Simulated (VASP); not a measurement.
# BN (P2_1/c) in VASP: single point with PBE

Aim: the single point of BN with PBE.

All numbers are computed with VASP 6.6.1; they aren't measurements. Logs are shortened: lines on timing, memory, paths and dates and some standing lists are left out, and cuts for length are marked.

## Step 1: The cell of the first run

The structure is monoclinic, space group P2_1/c (No. 14). Conventional cell: a = 2.831 Å, b = 4.423 Å, c = 5.092 Å, α = 90.00°, β = 119.88°, γ = 90.00°. Within 2.2 Å of B (site symmetry 1) lie 4 N at 1.60 to 1.69 Å and 1 B at 2.18 Å. N (site symmetry 1) has 4 B at 1.60 to 1.69 Å within 2.1 Å.

## Step 2: Single point, PBE (engineering shear strain xz -0.0700, normal strain along z +0.1100)

File INCAR:

```
PREC     = Accurate       # precision mode
ENCUT    = 600            # plane-wave cutoff, eV
EDIFF    = 1E-6           # SCF threshold, eV
ISMEAR   = 0              # smearing method
SIGMA    = 0.05           # smearing width, eV
LREAL    = F              # projectors in reciprocal space
LASPH    = T              # aspherical terms in the spheres
NELM     = 120            # most SCF steps
ALGO     = Normal         # electronic algorithm
ISIF     = 2              # what is computed and relaxed
LWAVE    = F              # write WAVECAR
LCHARG   = F              # write CHGCAR
GGA      = PE             # functional
NBANDS   = 26             # bands
GGA_COMPAT= F
```

File KPOINTS:

```
regular mesh
0
Gamma
  6 6 10
```

File POSCAR:

```
BN
1.0
    4.4226829661      0.0000000000     -0.1547939038
    0.0000000000      4.4226829661      0.0000000000
   -0.0892217728      0.0000000000      2.8296047952
B N
4 4
Direct
    0.1742811368      0.8257188632      0.5000000000
    0.3257188632      0.3257188632      0.0000000000
    0.6742811368      0.6742811368      0.0000000000
    0.8257188632      0.1742811368      0.5000000000
    0.8126115048      0.8126115048      0.5000000000
    0.3126115048      0.6873884952      0.0000000000
    0.6873884952      0.3126115048      0.0000000000
    0.1873884952      0.1873884952      0.5000000000
```

Potentials or basis: VASP PAW PBE potentials, release 64 (B, N).

The run is started by

```sh
$ cat potpaw_PBE.64/B/POTCAR potpaw_PBE.64/N/POTCAR > POTCAR
$ mpirun -np 1 vasp_std > vasp.out
```

OUTCAR:

```text
PREC = Accurate
   ENCUT = 600
   EDIFF = 1E-6
   ISMEAR = 0
   LREAL = F
   LASPH = T
   NELM = 120
   ISIF = 2
   GGA = PE

 ion  position               nearest neighbor table
   1  0.174  0.826  0.500-   8 1.60   5 1.60   6 1.62   6 1.69
   2  0.326  0.326  0.000-   6 1.60   7 1.60   8 1.62   8 1.69
   3  0.674  0.674  0.000-   7 1.60   6 1.60   5 1.62   5 1.69
   4  0.826  0.174  0.500-   5 1.60   8 1.60   7 1.62   7 1.69
   5  0.813  0.813  0.500-   4 1.60   1 1.60   3 1.62   3 1.69
   6  0.313  0.687  0.000-   2 1.60   3 1.60   1 1.62   1 1.69
   7  0.687  0.313  0.000-   3 1.60   2 1.60   4 1.62   4 1.69
   8  0.187  0.187  0.500-   1 1.60   4 1.60   2 1.62   2 1.69

  LATTYP: Found a simple monoclinic cell.
 ALAT       =     2.8310110953
 B/A-ratio  =     1.5622273517
 C/A-ratio  =     1.5631839231
 COS(beta)  =    -0.0664577892

  Lattice vectors:

 A1 = (  -0.0892217728,   0.0000000000,   2.8296047952)
 A2 = (   0.0000000000,  -4.4226829661,   0.0000000000)
 A3 = (   4.4226829661,   0.0000000000,  -0.1547939038)

Analysis of symmetry for initial positions (statically):
=====================================================================
 Subroutine PRICEL returns:
 Original cell was already a primitive cell.

 Routine SETGRP: Setting up the symmetry group for a
 simple monoclinic supercell.

 Subroutine GETGRP returns: Found  4 space group operations
 (whereof  2 operations were pure point group operations)
 out of a pool of  4 trial point group operations.

The static configuration has the point symmetry S_2 .
 The point group associated with its full space group is C_2h.

Analysis of symmetry for dynamics (positions and initial velocities):
=====================================================================
 Subroutine PRICEL returns:
 Original cell was already a primitive cell.

 Routine SETGRP: Setting up the symmetry group for a
 simple monoclinic supercell.

 Subroutine GETGRP returns: Found  4 space group operations
 (whereof  2 operations were pure point group operations)
 out of a pool of  4 trial point group operations.

The dynamic configuration has the point symmetry S_2 .
 The point group associated with its full space group is C_2h.

 Subroutine INISYM returns: Found  4 space group operations
 (whereof  2 operations are pure point group operations),
 and found     1 'primitive' translations

----------------------------------------------------------------------------------------

                                     Primitive cell

  volume of cell :      55.2863

  direct lattice vectors                    reciprocal lattice vectors
     4.422682966  0.000000000 -0.154793904     0.226356904  0.000000000  0.007137380
     0.000000000  4.422682966  0.000000000     0.000000000  0.226107096  0.000000000
    -0.089221773  0.000000000  2.829604795     0.012382884  0.000000000  0.353796694

  length of vectors
     4.425391030  4.422682966  2.831011095     0.226469402  0.226107096  0.354013329

  position of ions in fractional coordinates (direct lattice)
     0.174281137  0.825718863  0.500000000
     0.325718863  0.325718863  0.000000000
     0.674281137  0.674281137  0.000000000
     0.825718863  0.174281137  0.500000000
     0.812611505  0.812611505  0.500000000
     0.312611505  0.687388495  0.000000000
     0.687388495  0.312611505  0.000000000
     0.187388495  0.187388495  0.500000000

  ion indices of the primitive-cell ions
   primitive index   ion index
                 1           1
                 2           2
                 3           3
                 4           4
                 5           5
                 6           6
                 7           7
                 8           8

----------------------------------------------------------------------------------------

 KPOINTS: regular mesh

Automatic generation of k-mesh.
 Grid dimensions read from file:
 generate k-points for:    6    6   10

 Generating k-lattice:

  Cartesian coordinates                     Fractional coordinates (reciprocal lattice)
     0.037726151  0.000000000  0.001189563     0.166666667  0.000000000  0.000000000
     0.000000000  0.037684516  0.000000000     0.000000000  0.166666667  0.000000000
     0.001238288  0.000000000  0.035379669     0.000000000  0.000000000  0.100000000

  Length of vectors
     0.037744900  0.037684516  0.035401333

  Shift w.r.t. Gamma in fractional coordinates (k-lattice)
     0.000000000  0.000000000  0.000000000

 Subroutine IBZKPT returns following result:
 ===========================================

 Found    128 irreducible k-points:

 Following reciprocal coordinates:
            Coordinates               Weight
  0.000000  0.000000  0.000000      1.000000
  0.166667  0.000000  0.000000      2.000000
  0.333333  0.000000  0.000000      2.000000
  0.500000  0.000000  0.000000      1.000000
  0.000000  0.166667  0.000000      2.000000
  0.166667  0.166667  0.000000      4.000000
[... 16 lines left out ...]
 -0.000000  0.166667  0.100000      4.000000
  0.166667  0.166667  0.100000      4.000000
 [... further k-points ...]
   k-points           NKPTS =    128   k-points in BZ     NKDIM =    128   number of bands    NBANDS=     26
   number of dos      NEDOS =    301   number of ions     NIONS =      8
   total plane-waves  NPLWV =  31104
   dimension x,y,z NGX =    36 NGY =   36 NGZ =   24
   dimension x,y,z NGXF=    72 NGYF=   72 NGZF=   48
   ions per type =               4   4
   NGX,Y,Z   is equivalent  to a cutoff of  13.52, 13.53, 14.09 a.u.
   NGXF,Y,Z  is equivalent  to a cutoff of  27.05, 27.06, 28.19 a.u.
 SYSTEM =  unknown system
   PREC   = accura    normal or accurate (medium, high low for compatibility)
   ISTART =      0    job   : 0-new  1-cont  2-samecut
   ICHARG =      2    charge: 1-file 2-atom 10-const
   ISPIN  =      1    spin polarized calculation?
   LNONCOLLINEAR =      F non collinear calculations
   LSORBIT =      F    spin-orbit coupling
   LASPH  =      T    aspherical Exc in radial PAW
   ENCUT  =  600.0 eV  44.10 Ry    6.64 a.u.   8.84  8.83  5.65*2*pi/ulx,y,z
   NELM   =    120;   NELMIN=  2; NELMDL= -5     # of ELM steps
   EDIFF  = 0.1E-05   stopping-criterion for ELM
   LREAL  =      F    real-space projection
   EDIFFG = 0.1E-04   stopping-criterion for IOM
   NSW    =      0    number of steps for IOM
   IBRION =     -1    ionic relax: 0-MD 1-quasi-New 2-CG
   NFREE  =      0    steps in history (QN), initial steepest desc. (CG)
   ISIF   =      2    stress and relaxation
   ISYM   =      2    0-nonsym 1-usesym 2-fastsym
   POTIM  = 0.5000    time-step for ionic-motion
   TEBEG  =    0.0;   TEEND  =   0.0 temperature during run
   PSTRESS=    0.0 pullay stress
   NELECT =      32.0000    total number of electrons
   NUPDOWN=      -1.0000    fix difference up-down
   EMIN   =  10.00;   EMAX   =-10.00  energy-range for DOS
   EFERMI =   0.00;   METHOD = LEGACY
   ISMEAR =     0;   SIGMA  =   0.05  broadening in eV -4-tet -1-fermi 0-gaus
   EFERMI_NEDOS =   21; number of points for ismear=-14 and -15
   IALGO  =     38    algorithm
   IMIX   =      4    mixing-type and parameters
     AMIX     =   0.40;   BMIX     =  1.00
     AMIX_MAG =   1.60;   BMIX_MAG =  1.00
  volume/ion in A,a.u.               =       6.91        46.64
  Fermi-wavevector in a.u.,A,eV,Ry     =   1.364328  2.578207 25.325770  1.861392
  Thomas-Fermi vector in A             =   2.490654
   LORBIT       =      0    0 simple, 1 ext, 2 COOP (PROOUT), +10 PAW based schemes
   GGA     = PE    functional components
   LHFCALC =     F    Hartree Fock is set to
   AEXX    =    0.0000 exact exchange contribution
   IVDW    =     0    specifies the selected vdW correction
   LEPSILON=     F    determine dielectric tensor
   LRPA    =     F    only Hartree local field effects (RPA)
 non-spin polarized calculation
 Gauss-broadening in eV      SIGMA  =   0.05
  energy-cutoff  :      600.00
  volume of cell :       55.29
 maximum number of plane-waves:      1867
   NGX = 17   NGY = 17   NGZ = 11

 number of electron      32.0000004 magnetization

 Free energy of the ion-electron system (eV)
  ---------------------------------------------------
  ext. energy  EPLUGINS =         0.00000000
  ---------------------------------------------------
  free energy    TOTEN  =       -67.37883824 eV

  energy without entropy =      -67.37883824  energy(sigma->0) =      -67.37883824

 E-fermi :   6.2654     XC(G=0): -11.9736

 val. band max:        5.9705604978   @ k =   0.0000   0.0000   0.0000
 cond. band min:      10.0179187197   @ k =   0.0000   0.0000   0.0000
 fundamental gap:      4.0473582219
 Fermi energy:         6.2654058182

 k-point     1 :       0.0000    0.0000    0.0000
  band No.  band energies     occupation
      1     -13.3136      2.00000
      2      -9.4456      2.00000
      3      -9.2604      2.00000
      4      -9.2339      2.00000
      5      -2.7569      2.00000
      6      -2.4595      2.00000
[... 18 lines left out ...]
     25      15.9844      0.00000
     26      16.5599      0.00000

 k-point     2 :       0.1667    0.0000    0.0000
  band No.  band energies     occupation
      1     -13.1724      2.00000
      2     -10.2426      2.00000
      3      -9.1805      2.00000
      4      -8.7416      2.00000
      5      -3.0359      2.00000
      6      -2.0139      2.00000
[... 18 lines left out ...]
     25      16.1818      0.00000
     26      16.6493      0.00000

 k-point     3 :       0.3333    0.0000    0.0000
  band No.  band energies     occupation
      1     -12.7555      2.00000
      2     -11.2140      2.00000
      3      -8.9666      2.00000
      4      -8.5658      2.00000
      5      -3.2801      2.00000
      6      -2.3582      2.00000
[... 572 lines left out ...]
 k-point    23 :      -0.0000    0.1667    0.1000
  band No.  band energies     occupation
      1     -13.0533      2.00000
      2     -10.1813      2.00000
      3      -9.0795      2.00000
      4      -8.7122      2.00000
      5      -2.9492      2.00000
      6      -1.9029      2.00000
[... 18 lines left out ...]
     25      16.7960      0.00000
     26      16.9587      0.00000

 k-point    24 :       0.1667    0.1667    0.1000
  band No.  band energies     occupation
      1     -12.8955      2.00000
      2     -10.4089      2.00000
      3      -9.3952      2.00000
      4      -8.5108      2.00000
      5      -2.9790      2.00000
      6      -1.6879      2.00000
[... 18 lines left out ...]
     25      16.4708      0.00000
     26      17.0282      0.00000

 [... further k-points ...]
[... 5 lines left out ...]
  --------------------------------------------------------------------------------------
  -------------------------------------------------------------------------------------
  Total       -2.0983454     -2.4966167    -25.1886559      0.0000000      0.0000000      6.6423619
  in kB      -60.8092591    -72.3510119   -729.9577587      0.0000000      0.0000000    192.4931458
  external PRESSURE =    -287.7060099 kB  Pullay stress =       0.0000000 kB

 VOLUME and BASIS-vectors are now :
 -----------------------------------------------------------------------------
  energy-cutoff  :      600.00
  volume of cell :       55.29
      direct lattice vectors                 reciprocal lattice vectors
     4.422682966  0.000000000 -0.154793904     0.226356904  0.000000000  0.007137380
     0.000000000  4.422682966  0.000000000     0.000000000  0.226107096  0.000000000
    -0.089221773  0.000000000  2.829604795     0.012382884  0.000000000  0.353796694

 POSITION                                       TOTAL-FORCE (eV/Angst)
 -----------------------------------------------------------------------------------
      0.72618      3.65189      1.38782        -0.157749      0.161223      0.287265
      1.44055      1.44055     -0.05042         0.157749      0.161223     -0.287265
      2.98213      2.98213     -0.10437        -0.157749     -0.161223      0.287265
      3.60728      0.77079      1.28699         0.157749     -0.161223     -0.287265
      3.54931      3.59392      1.28902        -0.196815     -0.165352     -0.087616
      1.38258      3.04010     -0.04839        -0.196815      0.165352     -0.087616
      3.04010      1.38258     -0.10640         0.196815     -0.165352      0.087616
      0.78415      0.82876      1.38580         0.196815      0.165352      0.087616
 -----------------------------------------------------------------------------------
    total drift:                               -0.000000     -0.000000      0.000000

  FREE ENERGIE OF THE ION-ELECTRON SYSTEM (eV)
  ---------------------------------------------------
  free  energy   TOTEN  =       -67.3788382398 eV

  energy  without entropy=      -67.3788382398  energy(sigma->0) =      -67.37883824
```

Run time: 3.7 min. Hardware: 1 thread of Oxide Virtual Turin-like, shared host; peak memory 0.26 GiB.

Results:

```
Free energy            : -67.3788 eV
Pressure               : -28.8 GPa
Largest force          : 0.365 eV/Å
Band gap on the k mesh : 4.05 eV
```

Forces on the atoms (eV/Å):
```
B   -0.158  0.161  0.287
B    0.158  0.161 -0.287
B   -0.158 -0.161  0.287
B    0.158 -0.161 -0.287
N   -0.197 -0.165 -0.088
N   -0.197  0.165 -0.088
N    0.197 -0.165  0.088
N    0.197  0.165  0.088
```

Levels at points of the mesh, in eV from the valence-band top:
```tsv
k point	band 12	band 13	band 14	band 15	band 16	band 17	band 18	band 19	band 20	band 21
(0.00, 0.00, 0.00)	-2.84	-0.94	-0.89	-0.13	0.00	4.05	5.18	6.94	6.94	7.35
(0.50, 0.00, 0.00)	-3.02	-1.93	-1.93	-1.49	-1.49	5.26	5.26	6.80	6.80	8.20
(0.00, 0.50, 0.00)	-3.04	-2.10	-2.10	-1.32	-1.32	5.29	5.29	6.52	6.52	8.35
(0.50, 0.50, 0.00)	-3.83	-3.10	-3.10	-1.94	-1.94	5.66	5.66	6.30	6.30	7.27
(0.00, 0.00, 0.50)	-5.08	-3.75	-3.75	-3.32	-3.32	6.11	6.11	9.78	9.78	11.02
(0.50, 0.00, 0.50)	-4.48	-4.17	-3.13	-2.15	-1.30	5.62	7.42	8.22	8.42	8.46
(0.00, 0.50, 0.50)	-4.47	-3.65	-3.65	-1.75	-1.75	6.51	6.51	8.35	8.35	8.79
(0.50, 0.50, 0.50)	-3.37	-2.93	-2.93	-2.13	-2.13	5.67	5.67	6.77	6.77	8.34
```

Caveat: the cell differs from its parent crystal (engineering shear strain xz -0.0700, normal strain along z +0.1100); the stress differs along the axes, from -73 to -6 GPa. A k mesh can miss the band edges.
